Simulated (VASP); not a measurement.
# CaB (Cmcm) in VASP: single point with PBE

Aim: the single point of CaB with PBE.

Everything below comes from runs of VASP 6.6.1. Logs are shortened: lines on timing, memory, paths and dates and some standing lists are left out, and cuts for length are marked.

### 1 The cell of the first run

Symmetry: Cmcm, No. 63, orthorhombic system. The conventional cell has a = 4.260 Å, b = 10.018 Å, c = 3.629 Å, α = 90.00°, β = 90.00°, γ = 90.00°. B (site symmetry m2m) has 2 B at 1.90 Å within 2.5 Å. Ca (site symmetry m2m) has 7 B at 2.71 to 3.33 Å and 8 Ca at 3.32 to 3.63 Å within 3.7 Å.

### 2 Single point, PBE

Contents of INCAR:

```
SYSTEM = CaB
PREC     = Accurate       ! precision mode
ENCUT    = 520            ! plane-wave cutoff, eV
EDIFF    = 1E-6           ! SCF threshold, eV
ISMEAR   = -1             ! smearing method
SIGMA    = 0.1            ! smearing width, eV
LREAL    = .False.        ! projectors in reciprocal space
LASPH    = .True.         ! aspherical terms in the spheres
NELM     = 80             ! most SCF steps
ALGO     = Normal         ! electronic algorithm
ISIF     = 2              ! what is computed and relaxed
LWAVE    = .False.        ! write WAVECAR
LCHARG   = .False.        ! write CHGCAR
GGA      = PE             ! functional
NBANDS   = 21             ! bands
```

Contents of KPOINTS:

```
Automatic mesh
0
Gamma
  7 6 6
  0 0 0
```

Contents of POSCAR:

```
CaB
1.0
   -3.6287050000      0.0000000000      0.0000000000
    0.0000000000     -4.2597840000      0.0000000000
    0.0000000000      2.1298920000      5.0091910000
B Ca
2 2
Direct
    0.7500000000      0.0285239798      0.0570479597
    0.2500000000      0.9714760202      0.9429520403
    0.7500000000      0.3610698390      0.7221396780
    0.2500000000      0.6389301610      0.2778603220
```

Potentials or basis: VASP PAW PBE potentials, release 64 (B, Ca_sv).

Command:

```sh
$ cat potpaw_PBE.64/B/POTCAR potpaw_PBE.64/Ca_sv/POTCAR > POTCAR
$ mpirun -np 1 vasp_std > vasp.out
```

OUTCAR:

```text
SYSTEM = CaB
   PREC = Accurate
   ENCUT = 520
   EDIFF = 1E-6
   ISMEAR = -1
   LREAL = .False.
   LASPH = .True.
   NELM = 80
   ISIF = 2
   GGA = PE

 ion  position               nearest neighbor table
   1  0.750  0.029  0.057-   2 1.90   2 1.90
   2  0.250  0.971  0.943-   1 1.90   1 1.90
   3  0.750  0.361  0.722-
   4  0.250  0.639  0.278-

  LATTYP: Found a base centered orthorhombic cell.
 ALAT       =     4.2597840000
 B/A-ratio  =     2.3518521127
 C/A-ratio  =     0.8518518779

  Lattice vectors:

 A1 = (   0.0000000000,  -2.1298920000,  -5.0091910000)
 A2 = (   0.0000000000,  -2.1298920000,   5.0091910000)
 A3 = (  -3.6287050000,   0.0000000000,   0.0000000000)

Analysis of symmetry for initial positions (statically):
=====================================================================
 Subroutine PRICEL returns:
 Original cell was already a primitive cell.

 Routine SETGRP: Setting up the symmetry group for a
 base centered orthorhombic supercell.

 Subroutine GETGRP returns: Found  8 space group operations
 (whereof  4 operations were pure point group operations)
 out of a pool of  8 trial point group operations.

The static configuration has the point symmetry C_2h.
 The point group associated with its full space group is D_2h.

Analysis of symmetry for dynamics (positions and initial velocities):
=====================================================================
 Subroutine PRICEL returns:
 Original cell was already a primitive cell.

 Routine SETGRP: Setting up the symmetry group for a
 base centered orthorhombic supercell.

 Subroutine GETGRP returns: Found  8 space group operations
 (whereof  4 operations were pure point group operations)
 out of a pool of  8 trial point group operations.

The dynamic configuration has the point symmetry C_2h.
 The point group associated with its full space group is D_2h.

 Subroutine INISYM returns: Found  8 space group operations
 (whereof  4 operations are pure point group operations),
 and found     1 'primitive' translations

----------------------------------------------------------------------------------------

                                     Primitive cell

[... 89 lines left out ...]
   LNONCOLLINEAR =      F non collinear calculations
   LSORBIT =      F    spin-orbit coupling
   LASPH  =      T    aspherical Exc in radial PAW
   ENCUT  =  520.0 eV  38.22 Ry    6.18 a.u.   6.75  7.92 10.12*2*pi/ulx,y,z
   NELM   =     80;   NELMIN=  2; NELMDL= -5     # of ELM steps
   EDIFF  = 0.1E-05   stopping-criterion for ELM
   LREAL  =      F    real-space projection
   EDIFFG = 0.1E-04   stopping-criterion for IOM
   NSW    =      0    number of steps for IOM
   IBRION =     -1    ionic relax: 0-MD 1-quasi-New 2-CG
   NFREE  =      0    steps in history (QN), initial steepest desc. (CG)
   ISIF   =      2    stress and relaxation
   ISYM   =      2    0-nonsym 1-usesym 2-fastsym
   POTIM  = 0.5000    time-step for ionic-motion
   TEBEG  =    0.0;   TEEND  =   0.0 temperature during run
   PSTRESS=    0.0 pullay stress
   NELECT =      26.0000    total number of electrons
   NUPDOWN=      -1.0000    fix difference up-down
   EMIN   =  10.00;   EMAX   =-10.00  energy-range for DOS
   EFERMI =   0.00;   METHOD = LEGACY
   ISMEAR =    -1;   SIGMA  =   0.10  broadening in eV -4-tet -1-fermi 0-gaus
   EFERMI_NEDOS =   21; number of points for ismear=-14 and -15
   IALGO  =     38    algorithm
   IMIX   =      4    mixing-type and parameters
     AMIX     =   0.40;   BMIX     =  1.00
     AMIX_MAG =   1.60;   BMIX_MAG =  1.00
  volume/ion in A,a.u.               =      19.36       130.63
  Fermi-wavevector in a.u.,A,eV,Ry     =   1.137881  2.150284 17.616471  1.294774
  Thomas-Fermi vector in A             =   2.274586
   LORBIT       =      0    0 simple, 1 ext, 2 COOP (PROOUT), +10 PAW based schemes
   GGA     = PE    functional components
   LHFCALC =     F    Hartree Fock is set to
   AEXX    =    0.0000 exact exchange contribution
   IVDW    =     0    specifies the selected vdW correction
   LEPSILON=     F    determine dielectric tensor
   LRPA    =     F    only Hartree local field effects (RPA)
 non-spin polarized calculation
  energy-cutoff  :      520.00
  volume of cell :       77.43
 maximum number of plane-waves:      2118
 NGX is ok and might be reduce to    28
   NGX = 13   NGY = 15   NGZ = 21

 number of electron      26.0000004 magnetization

 Free energy of the ion-electron system (eV)
  ---------------------------------------------------
  ext. energy  EPLUGINS =         0.00000000
  ---------------------------------------------------
  free energy    TOTEN  =       -16.61666645 eV

  energy without entropy =      -16.53005810  energy(sigma->0) =      -16.57336228

 E-fermi :   3.5413     XC(G=0):  -9.3678

 val. band max:        3.5348014070   @ k =   0.0000   0.1667  -0.0000
 cond. band min:       3.5418685218   @ k =   0.2857  -0.3333   0.1667
 fundamental gap:      0.0070671147
 Fermi energy:         3.5412965096

 k-point     1 :       0.0000    0.0000    0.0000
  band No.  band energies     occupation
      1     -37.4341      2.00000
      2     -37.3662      2.00000
      3     -18.6833      2.00000
      4     -18.4557      2.00000
      5     -18.4243      2.00000
      6     -18.3680      2.00000
[... 565 lines left out ...]
     20       7.7591      0.00000
     21       8.6673      0.00000

 [... further k-points ...]

------------------------ aborting loop because EDIFF is reached ----------------------------------------

  FORCE on cell =-STRESS in cart. coord.  units (eV):
  Direction    XX          YY          ZZ          XY          YZ          ZX
  --------------------------------------------------------------------------------------
  -------------------------------------------------------------------------------------
  Total       -8.3200569     -0.9233516      0.0748789      0.0000000      0.0000000     -0.0000000
  in kB     -172.1591255    -19.1060473      1.5493989      0.0000000      0.0000000     -0.0000000
  external PRESSURE =     -63.2385913 kB  Pullay stress =       0.0000000 kB

 VOLUME and BASIS-vectors are now :
 -----------------------------------------------------------------------------
  energy-cutoff  :      520.00
  volume of cell :       77.43
      direct lattice vectors                 reciprocal lattice vectors
    -3.628705000  0.000000000  0.000000000    -0.275580407  0.000000000  0.000000000
     0.000000000 -4.259784000  0.000000000     0.000000000 -0.234753687  0.099816517
     0.000000000  2.129892000  5.009191000     0.000000000  0.000000000  0.199633035

 POSITION                                       TOTAL-FORCE (eV/Angst)
 -----------------------------------------------------------------------------------
     -2.72153      0.00000      0.28576        -0.000000      0.000000      0.003534
     -0.90718     -2.12989      4.72343         0.000000     -0.000000     -0.003534
     -2.72153     -0.00000      3.61734         0.000000      0.000000     -0.014751
     -0.90718     -2.12989      1.39186         0.000000      0.000000      0.014751
 -----------------------------------------------------------------------------------
    total drift:                               -0.000000     -0.000000      0.000000

  FREE ENERGIE OF THE ION-ELECTRON SYSTEM (eV)
  ---------------------------------------------------
  free  energy   TOTEN  =       -16.6166664546 eV

  energy  without entropy=      -16.5300581003  energy(sigma->0) =      -16.57336228
```

OSZICAR:

```text
N       E                     dE             d eps       ncg     rms          rms(c)
DAV:   1     0.202282740121E+03    0.20228E+03   -0.12672E+04  2184   0.116E+03
DAV:   2    -0.504954338803E+01   -0.20733E+03   -0.20336E+03  2367   0.330E+02
DAV:   3    -0.176447453179E+02   -0.12595E+02   -0.12379E+02  4035   0.650E+01
DAV:   4    -0.181346132081E+02   -0.48987E+00   -0.48834E+00  2969   0.122E+01
DAV:   5    -0.181611184018E+02   -0.26505E-01   -0.26490E-01  3444   0.205E+00    0.638E+00
DAV:   6    -0.166721820070E+02    0.14889E+01   -0.44943E+00  2757   0.749E+00    0.281E+00
DAV:   7    -0.166240507935E+02    0.48131E-01   -0.52754E-01  3072   0.325E+00    0.123E+00
DAV:   8    -0.166181994136E+02    0.58514E-02   -0.76087E-02  3037   0.202E+00    0.267E-01
DAV:   9    -0.166171731059E+02    0.10263E-02   -0.26968E-02  3457   0.855E-01    0.150E-01
DAV:  10    -0.166166767710E+02    0.49633E-03   -0.24187E-03  2808   0.220E-01    0.570E-02
DAV:  11    -0.166166630092E+02    0.13762E-04   -0.22314E-04  3467   0.775E-02    0.323E-02
DAV:  12    -0.166166666967E+02   -0.36874E-05   -0.33357E-05  3111   0.402E-02    0.395E-03
DAV:  13    -0.166166664546E+02    0.24206E-06   -0.81652E-06  2863   0.137E-02
   1 F= -.16616666E+02 E0= -.16573362E+02  d E =-.866084E-01
```

stdout:

```text
POSCAR found type information on POSCAR B Ca
 POSCAR found :  2 types and       4 ions
 scaLAPACK will be used
 LDA part: xc-table for (Slater+PW92), standard interpolation
 POSCAR, INCAR and KPOINTS ok, starting setup
 FFT: planning ... GRIDC
 FFT: planning ... GRID_SOFT
 FFT: planning ... GRID
 WAVECAR not read
 entering main loop
```

Run time: 82 s. Hardware: 1 thread of Intel Xeon Platinum 8259CL at 2.50GHz (Skylake/Cascade Lake), shared host; peak memory 0.23 GiB.

What came out:

* Free energy: -16.6167 eV
* Pressure: -6.3 GPa
* Largest force: 0.015 eV/Å
* Band gap on the k mesh: zero (bands 13 and 14 overlap by 1.11 eV)

Forces in eV/Å, atoms in the order of the input:
```
B    0.000  0.000  0.004
B    0.000  0.000 -0.004
Ca   0.000  0.000 -0.015
Ca   0.000  0.000  0.015
```

Stress tensor (GPa, compression positive):
```
-17.22   0.00   0.00
  0.00  -1.91   0.00
  0.00   0.00   0.15
```

Levels at points of the mesh, in eV from the Fermi level:
```tsv
k point	band 11	band 12	band 13	band 14	band 15	band 16
(0.00, 0.00, 0.00)	-2.38	-2.06	-1.25	-0.04	1.90	2.22
(0.00, 0.50, 0.00)	-2.51	-2.51	-0.88	0.92	1.43	2.25
(0.00, 0.00, 0.50)	-2.43	-1.96	0.25	0.81	1.26	2.69
```

Caveat: the stress differs along the axes, from -17 to 0 GPa.
